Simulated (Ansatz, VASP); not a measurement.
# ZrS: VASP beside Ansatz

Contents of INCAR:

```
PREC     = Accurate       # precision mode
ENCUT    = 520            # plane-wave cutoff, eV
EDIFF    = 1E-7           # SCF threshold, eV
ISMEAR   = 0              # smearing method
SIGMA    = 0.15           # smearing width, eV
LREAL    = F              # projectors in reciprocal space
LASPH    = T              # aspherical terms in the spheres
NELM     = 100            # most SCF steps
ALGO     = Normal         # electronic algorithm
ISIF     = 2              # what is computed and relaxed
LWAVE    = F              # write WAVECAR
LCHARG   = T              # write CHGCAR
LELF     = T              # ELF
LVHAR    = T            
NBANDS   = 16             # bands
```

The input KPOINTS:

```
regular mesh
0
Gamma
  16 16 16
```

Contents of POSCAR:

```
ZrS
1.0
    0.0000000000      2.5671447250      2.5671447250
    2.5671447250      0.0000000000      2.5671447250
    2.5671447250      2.5671447250      0.0000000000
Zr S
1 1
Direct
   -0.0036758104      0.0036758104      0.0036758104
    0.5104590909      0.4895409091      0.4895409091
```

Input for Ansatz:

```yaml
crystal:
  lattice:
    - [0.0, 2.567144725, 2.567144725]
    - [2.567144725, 0.0, 2.567144725]
    - [2.567144725, 2.567144725, 0.0]
  atoms:
    - { symbol: Zr, position: [-0.0036758104, 0.0036758104, 0.0036758104] }
    - { symbol: S, position: [0.5104590909, 0.4895409091, 0.4895409091] }
basis:
  ecutwfc: 420
kpoints:
  mp_grid: { grid: [16, 16, 16] }
hamiltonian:
  xc: lda
  pseudopotentials: { kind: paw, azcp: { folder: soft_1 } }
scf:
  occupations: { method: gaussian, width: 0.15 }
output:
  forces: true
  stress: true
  eigenvalues: true
```

Change from the starting cell: mode 4 frozen in at -0.054 Å, normal strain along x +0.0000.

Alike in both runs: task single point; functional LDA; k mesh 16 × 16 × 16; occupations gaussian, width 0.15 eV; no spin polarisation.

|  | VASP | Ansatz |
| --- | --- | --- |
| version | VASP 6.6.1 | Ansatz 0.2.0 |
| potentials or method | VASP PAW LDA potentials, release 64 (Zr_sv, S), cutoff 520 eV | scalar-relativistic, plane waves, PAW |
| valence electrons in the cell | 18 | 18 |

Ansatz gave:

| Item | Value |
| --- | --- |
| gap on the k mesh at the Fermi level (eV) | none |
| pressure (GPa) | 0.3 |
| traceless stress, the component that is largest in VASP (GPa) | 0.97 |
| rms of the force components (eV/Å) | 0.273 |

Question: Which values does VASP return?

Answer: gap on the k mesh at the Fermi level (eV): none; pressure (GPa): 0.5; traceless stress, the component that is largest in VASP (GPa): 0.98; rms of the force components (eV/Å): 0.277.

Ansatz warns that its potentials were made for another functional, while VASP's fit it. LDA's correlation is that of Perdew and Zunger in VASP and of Perdew and Wang (1992) in Ansatz. Atom by atom the forces differ by 0.003 eV/Å (rms over components). A gap of «none» marks a metal or a gap that the smearing closes.
